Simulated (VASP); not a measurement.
# NiO (I4/mmm) in VASP: single point with PBE

Aim: the single point of NiO with PBE.

Program: VASP 6.6.1. These are calculated values, not measurements. Logs are shortened: lines on timing, memory, paths and dates and some standing lists are left out, and cuts for length are marked.

## (1) The cell of the first run

Symmetry: I4/mmm, No. 139, tetragonal system. Conventional cell: a = 2.958 Å, b = 2.958 Å, c = 4.392 Å, α = 90.00°, β = 90.00°, γ = 90.00°. Within 2.8 Å of Ni (site symmetry 4/mmm) lie 6 O at 2.09 to 2.20 Å. Within 2.8 Å of O (site symmetry 4/mmm) lie 6 Ni at 2.09 to 2.20 Å.

## (2) Single point, PBE, collinear spin, ferromagnetic start (strain +0.000 along x and y, +0.050 along z)

INCAR reads:

```
PREC = Accurate
ENCUT = 520
EDIFF = 1E-6
ISMEAR = 0
SIGMA = 0.15
LREAL = F
LASPH = T
NELM = 150
ALGO = Normal
ISIF = 2
LWAVE = F
LCHARG = T
ISPIN = 2
MAGMOM = 1.61 0.33
LORBIT = 11
LMAXMIX = 4
GGA = PE
LELF = T
LVHAR = T
NBANDS = 19
```

KPOINTS reads:

```
Automatic mesh
0
Gamma
  20 20 20
```

POSCAR reads:

```
NiO
1.0
    0.0000000000      2.0913100000      2.1958755000
    2.0913100000      0.0000000000      2.1958755000
    2.0913100000      2.0913100000      0.0000000000
Ni O
1 1
Direct
    0.0000000000      0.0000000000      0.0000000000
    0.5000000000      0.5000000000      0.5000000000
```

Potentials or basis: VASP PAW PBE potentials, release 64 (Ni, O).

Run with:

```bash
cat potpaw_PBE.64/Ni/POTCAR potpaw_PBE.64/O/POTCAR > POTCAR
mpirun -np 1 vasp_std > vasp.out
```

OUTCAR:

```text
PREC = Accurate
   ENCUT = 520
   EDIFF = 1E-6
   ISMEAR = 0
   LREAL = F
   LASPH = T
   NELM = 150
   ISIF = 2
   ISPIN = 2
   LORBIT = 11
   GGA = PE

 ion  position               nearest neighbor table
   1  0.000  0.000  0.000-   2 2.09   2 2.09   2 2.09   2 2.09   2 2.20   2 2.20
   2  0.500  0.500  0.500-   1 2.09   1 2.09   1 2.09   1 2.09   1 2.20   1 2.20

  LATTYP: Found a body centered tetragonal cell.
 ALAT       =     2.9575589651
 C/A-ratio  =     1.4849242405

  Lattice vectors:

 A1 = (  -2.0913100000,   0.0000000000,   2.1958755000)
 A2 = (   2.0913100000,   0.0000000000,   2.1958755000)
 A3 = (   0.0000000000,   2.0913100000,  -2.1958755000)

Analysis of symmetry for initial positions (statically):
=====================================================================
 Subroutine PRICEL returns:
 Original cell was already a primitive cell.

 Routine SETGRP: Setting up the symmetry group for a
 body centered tetragonal supercell.

 Subroutine GETGRP returns: Found 16 space group operations
 (whereof 16 operations were pure point group operations)
 out of a pool of 16 trial point group operations.

The static configuration has the point symmetry D_4h.

Analysis of symmetry for dynamics (positions and initial velocities):
=====================================================================
 Subroutine PRICEL returns:
 Original cell was already a primitive cell.

 Routine SETGRP: Setting up the symmetry group for a
 body centered tetragonal supercell.

 Subroutine GETGRP returns: Found 16 space group operations
 (whereof 16 operations were pure point group operations)
 out of a pool of 16 trial point group operations.

The dynamic configuration has the point symmetry D_4h.

Analysis of structural, dynamic, and magnetic symmetry:
=====================================================================
 Subroutine PRICEL returns:
 Original cell was already a primitive cell.

 Routine SETGRP: Setting up the symmetry group for a
 body centered tetragonal supercell.

 Subroutine GETGRP returns: Found 16 space group operations
 (whereof 16 operations were pure point group operations)
 out of a pool of 16 trial point group operations.

The overall configuration has the point symmetry D_4h.

 Subroutine INISYM returns: Found 16 space group operations
 (whereof 16 operations are pure point group operations),
 and found     1 'primitive' translations

----------------------------------------------------------------------------------------

                                     Primitive cell

  volume of cell :      19.2077

  direct lattice vectors                    reciprocal lattice vectors
     0.000000000  2.091310000  2.195875500    -0.239084593  0.239084593  0.227699612
     2.091310000  0.000000000  2.195875500     0.239084593 -0.239084593  0.227699612
     2.091310000  2.091310000  0.000000000     0.239084593  0.239084593 -0.227699612

  length of vectors
     3.032399500  3.032399500  2.957558965     0.407639545  0.407639545  0.407639545

  position of ions in fractional coordinates (direct lattice)
     0.000000000  0.000000000  0.000000000
     0.500000000  0.500000000  0.500000000

  ion indices of the primitive-cell ions
   primitive index   ion index
                 1           1
                 2           2

----------------------------------------------------------------------------------------

 KPOINTS: Automatic mesh

Automatic generation of k-mesh.
 Grid dimensions read from file:
 generate k-points for:   20   20   20

 Generating k-lattice:

  Cartesian coordinates                     Fractional coordinates (reciprocal lattice)
    -0.011954230  0.011954230  0.011384981     0.050000000  0.000000000  0.000000000
     0.011954230 -0.011954230  0.011384981     0.000000000  0.050000000  0.000000000
     0.011954230  0.011954230 -0.011384981    -0.000000000 -0.000000000  0.050000000

  Length of vectors
     0.020381977  0.020381977  0.020381977

  Shift w.r.t. Gamma in fractional coordinates (k-lattice)
     0.000000000  0.000000000  0.000000000

 Subroutine IBZKPT returns following result:
 ===========================================

 Found    641 irreducible k-points:

 Following reciprocal coordinates:
            Coordinates               Weight
  0.000000  0.000000  0.000000      1.000000
  0.050000  0.000000  0.000000      8.000000
  0.100000 -0.000000  0.000000      8.000000
  0.150000 -0.000000  0.000000      8.000000
  0.200000 -0.000000  0.000000      8.000000
  0.250000  0.000000  0.000000      8.000000
[... 16 lines left out ...]
 -0.400000  0.050000  0.000000      8.000000
 -0.350000  0.050000  0.000000      8.000000
 [... further k-points ...]
   k-points           NKPTS =    641   k-points in BZ     NKDIM =    641   number of bands    NBANDS=     19
   number of dos      NEDOS =    301   number of ions     NIONS =      2
   total plane-waves  NPLWV =  13824
   dimension x,y,z NGX =    24 NGY =   24 NGZ =   24
   dimension x,y,z NGXF=    48 NGYF=   48 NGZF=   48
   ions per type =               1   1
   NGX,Y,Z   is equivalent  to a cutoff of  13.16, 13.16, 13.49 a.u.
   NGXF,Y,Z  is equivalent  to a cutoff of  26.32, 26.32, 26.98 a.u.
 SYSTEM =  unknown system
   PREC   = accura    normal or accurate (medium, high low for compatibility)
   ISTART =      0    job   : 0-new  1-cont  2-samecut
   ICHARG =      2    charge: 1-file 2-atom 10-const
   ISPIN  =      2    spin polarized calculation?
   LNONCOLLINEAR =      F non collinear calculations
   LSORBIT =      F    spin-orbit coupling
   LASPH  =      T    aspherical Exc in radial PAW
   ENCUT  =  520.0 eV  38.22 Ry    6.18 a.u.   5.64  5.64  5.50*2*pi/ulx,y,z
   NELM   =    150;   NELMIN=  2; NELMDL= -5     # of ELM steps
   EDIFF  = 0.1E-05   stopping-criterion for ELM
   LREAL  =      F    real-space projection
   EDIFFG = 0.1E-04   stopping-criterion for IOM
   NSW    =      0    number of steps for IOM
   IBRION =     -1    ionic relax: 0-MD 1-quasi-New 2-CG
   NFREE  =      0    steps in history (QN), initial steepest desc. (CG)
   ISIF   =      2    stress and relaxation
   ISYM   =      2    0-nonsym 1-usesym 2-fastsym
   POTIM  = 0.5000    time-step for ionic-motion
   TEBEG  =    0.0;   TEEND  =   0.0 temperature during run
   PSTRESS=    0.0 pullay stress
   NELECT =      16.0000    total number of electrons
   NUPDOWN=      -1.0000    fix difference up-down
   EMIN   =  10.00;   EMAX   =-10.00  energy-range for DOS
   EFERMI =   0.00;   METHOD = LEGACY
   ISMEAR =     0;   SIGMA  =   0.15  broadening in eV -4-tet -1-fermi 0-gaus
   EFERMI_NEDOS =   21; number of points for ismear=-14 and -15
   IALGO  =     38    algorithm
   IMIX   =      4    mixing-type and parameters
     AMIX     =   0.40;   BMIX     =  1.00
     AMIX_MAG =   1.60;   BMIX_MAG =  1.00
  volume/ion in A,a.u.               =       9.60        64.81
  Fermi-wavevector in a.u.,A,eV,Ry     =   1.540364  2.910866 32.282825  2.372721
  Thomas-Fermi vector in A             =   2.646461
   LORBIT       =     11    0 simple, 1 ext, 2 COOP (PROOUT), +10 PAW based schemes
   GGA     = PE    functional components
   LHFCALC =     F    Hartree Fock is set to
   AEXX    =    0.0000 exact exchange contribution
   IVDW    =     0    specifies the selected vdW correction
   LEPSILON=     F    determine dielectric tensor
   LRPA    =     F    only Hartree local field effects (RPA)
 spin polarized calculation
 Gauss-broadening in eV      SIGMA  =   0.15
  energy-cutoff  :      520.00
  volume of cell :       19.21
 maximum number of plane-waves:       540
   NGX = 11   NGY = 11   NGZ = 11

 number of electron      16.0000011 magnetization       1.7787891

 Free energy of the ion-electron system (eV)
  ---------------------------------------------------
  ext. energy  EPLUGINS =         0.00000000
  ---------------------------------------------------
  free energy    TOTEN  =       -11.47320946 eV

  energy without entropy =      -11.46180092  energy(sigma->0) =      -11.46750519

 E-fermi :   7.1163     XC(G=0): -12.3674

 val. band max:        7.1160925774   @ k =  -0.1000   0.3000   0.2000
 cond. band min:       7.1174698578   @ k =  -0.4000   0.2000   0.0500
 fundamental gap:      0.0013772804
 Fermi energy:         7.1163046344

 spin component 1

 k-point     1 :       0.0000    0.0000    0.0000
  band No.  band energies     occupation
      1     -12.7532      1.00000
      2       4.0165      1.00000
      3       4.0766      1.00000
      4       4.3016      1.00000
      5       4.3016      1.00000
      6       4.4437      1.00000
[... 11 lines left out ...]
     18      31.3712      0.00000
     19      33.3696      0.00000

 k-point     2 :       0.0500    0.0000    0.0000
  band No.  band energies     occupation
      1     -12.7272      1.00000
      2       3.7339      1.00000
      3       3.7633      1.00000
      4       3.9983      1.00000
      5       4.4564      1.00000
      6       4.5640      1.00000
[... 11 lines left out ...]
     18      31.8247      0.00000
     19      33.7804      0.00000

 k-point     3 :       0.1000   -0.0000    0.0000
  band No.  band energies     occupation
      1     -12.6507      1.00000
      2       3.3130      1.00000
      3       3.3638      1.00000
      4       3.4308      1.00000
      5       4.5058      1.00000
      6       4.6548      1.00000
[... 434 lines left out ...]
      1     -11.5986      1.00000
      2      -0.3672      1.00000
      3       1.5231      1.00000
      4       1.7346      1.00000
      5       5.1182      1.00000
      6       5.1623      1.00000
[... 11 lines left out ...]
     18      36.0631      0.00000
     19      36.3501      0.00000

 k-point    24 :      -0.3500    0.0500    0.0000
  band No.  band energies     occupation
      1     -11.7309      1.00000
      2      -0.0356      1.00000
      3       1.6304      1.00000
      4       1.8943      1.00000
      5       5.0344      1.00000
      6       5.0968      1.00000
[... 11 lines left out ...]
     18      36.5216      0.00000
     19      37.1933      0.00000

 [... further k-points ...]

 spin component 2

 k-point     1 :       0.0000    0.0000    0.0000
  band No.  band energies     occupation
      1     -12.3046      1.00000
      2       4.7870      1.00000
      3       4.7870      1.00000
      4       5.0108      1.00000
      5       5.2759      1.00000
      6       5.4816      1.00000
[... 11 lines left out ...]
     18      31.9710      0.00000
     19      33.9468      0.00000

 k-point     2 :       0.0500    0.0000    0.0000
  band No.  band energies     occupation
      1     -12.2777      1.00000
      2       4.5157      1.00000
      3       4.6600      1.00000
      4       4.8147      1.00000
      5       5.3657      1.00000
      6       5.5150      1.00000
[... 11 lines left out ...]
     18      32.4159      0.00000
     19      34.3537      0.00000

 k-point     3 :       0.1000   -0.0000    0.0000
  band No.  band energies     occupation
      1     -12.1988      1.00000
      2       3.9186      1.00000
      3       4.3715      1.00000
      4       4.4815      1.00000
      5       5.4899      1.00000
      6       5.5822      1.00000
[... 434 lines left out ...]
      1     -11.1069      1.00000
      2       0.0210      1.00000
      3       2.6926      1.00000
      4       2.7944      1.00000
      5       6.1104      1.00000
      6       6.2640      1.00000
[... 11 lines left out ...]
     18      36.3924      0.00000
     19      36.7032      0.00000

 k-point    24 :      -0.3500    0.0500    0.0000
  band No.  band energies     occupation
      1     -11.2452      1.00000
      2       0.3681      1.00000
      3       2.8086      1.00000
      4       2.9393      1.00000
      5       6.0323      1.00000
      6       6.2090      1.00000
[... 11 lines left out ...]
     18      36.9068      0.00000
     19      37.5897      0.00000

 [... further k-points ...]

------------------------ aborting loop because EDIFF is reached ----------------------------------------

  FORCE on cell =-STRESS in cart. coord.  units (eV):
  Direction    XX          YY          ZZ          XY          YZ          ZX
  --------------------------------------------------------------------------------------
  -------------------------------------------------------------------------------------
  Total       -0.3897019     -0.3897019     -0.7184480      0.0000000     -0.0000000      0.0000000
  in kB      -32.5063748    -32.5063748    -59.9282232      0.0000000     -0.0000000      0.0000000
  external PRESSURE =     -41.6469909 kB  Pullay stress =       0.0000000 kB

 VOLUME and BASIS-vectors are now :
 -----------------------------------------------------------------------------
  energy-cutoff  :      520.00
  volume of cell :       19.21
      direct lattice vectors                 reciprocal lattice vectors
     0.000000000  2.091310000  2.195875500    -0.239084593  0.239084593  0.227699612
     2.091310000  0.000000000  2.195875500     0.239084593 -0.239084593  0.227699612
     2.091310000  2.091310000  0.000000000     0.239084593  0.239084593 -0.227699612

 POSITION                                       TOTAL-FORCE (eV/Angst)
 -----------------------------------------------------------------------------------
      0.00000      0.00000      0.00000        -0.000000      0.000000     -0.000000
      2.09131      2.09131      2.19588         0.000000     -0.000000      0.000000
 -----------------------------------------------------------------------------------
    total drift:                                0.000000     -0.000000     -0.000000

  FREE ENERGIE OF THE ION-ELECTRON SYSTEM (eV)
  ---------------------------------------------------
  free  energy   TOTEN  =       -11.4732094599 eV

  energy  without entropy=      -11.4618009228  energy(sigma->0) =      -11.46750519

 total charge

# of ion       s       p       d       tot
------------------------------------------
    1        0.318   0.369   8.214   8.901
    2        1.557   3.398   0.000   4.955
--------------------------------------------------
tot          1.875   3.767   8.214  13.856

 magnetization (x)

# of ion       s       p       d       tot
------------------------------------------
    1        0.011   0.014   1.436   1.461
    2        0.026   0.247   0.000   0.273
--------------------------------------------------
tot          0.037   0.260   1.436   1.734
```

Wall time 3.6 min (1 thread of Intel Xeon Platinum 8488C (Sapphire Rapids), shared host); peak memory 0.44 GiB.

What came out:

```yaml
Free_energy: -11.4732 eV
Pressure: -4.2 GPa
Net_moment: 1.78 μB per cell
Site_moments: Ni +1.46; O +0.27 μB
Valence_electrons_inside_the_program's_atomic_spheres: Ni 8.90; O 4.96
```

Levels at points of the mesh, in eV from the Fermi level:
Spin up:
```tsv
k point	band 7	band 8	band 9	band 10	band 11	band 12
(0.00, 0.00, 0.00)	-2.66	-2.46	-2.46	1.31	17.74	18.49
(0.50, 0.00, 0.00)	-1.40	0.04	0.37	5.50	9.50	13.21
(0.50, 0.50, 0.00)	-2.32	-1.62	-1.62	5.86	9.80	12.46
(0.50, 0.00, 0.50)	-2.27	-1.66	-1.60	5.85	10.48	11.85
```
Spin down:
```csv
k point,band 5,band 6,band 7,band 8,band 9,band 10
"(0.00, 0.00, 0.00)",-1.84,-1.63,-1.63,-0.56,-0.46,1.69
"(0.50, 0.00, 0.00)",-0.94,-0.83,-0.53,1.96,2.31,5.67
"(0.50, 0.50, 0.00)",-2.61,-0.72,-0.72,-0.15,0.33,6.32
"(0.50, 0.00, 0.50)",-2.56,-0.76,-0.69,-0.08,0.37,6.31
```

Caveat: the cell differs from its parent crystal (strain +0.000 along x and y, +0.050 along z); the cell stands under tension; a cell with one magnetic atom can't hold antiferromagnetic order, which such compounds often take; semilocal functionals often make such compounds metallic where correlation or magnetic order opens a gap, which also shifts bond lengths.
